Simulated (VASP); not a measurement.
Runs of VASP 6.6.1 on P. The structure is that of space group Pmna (No. 53), or close to it. The cells are those of the table. 

```tsv
cell	gap on the mesh (eV)	largest force (eV/Å)
a = 3.366, b = 35.728, c = 4.864 Å, 4 atoms	1.09	0.64
a = 3.448, b = 36.600, c = 4.632 Å, 4 atoms	0.71	0.71
a = 3.448, b = 36.600, c = 4.864 Å, 4 atoms	(b)	0.87
a = 3.448, b = 36.600, c = 4.748 Å, 4 atoms	0.86	0.73
a = 3.366, b = 35.728, c = 4.748 Å, 4 atoms	(a)	0.42
```

Alike in all rows: task single point; level PBEsol; potentials or basis VASP PAW PBE potentials, release 64 (P); no spin polarisation; k mesh 8 × 1 × 6; cutoff (eV) 520; smearing gaussian 0.05 eV.

Problem. Fill in the values left out.

Solution. (a) 0.94; (b) 1.00.

Caveats: there is no dipole correction, which matters where the two faces differ; the PAW data sets were made with another functional, which shifts forces and pressure a little; semilocal functionals underestimate gaps, and a narrow one can read as zero (at least some runs).

A k mesh can miss the band edges.
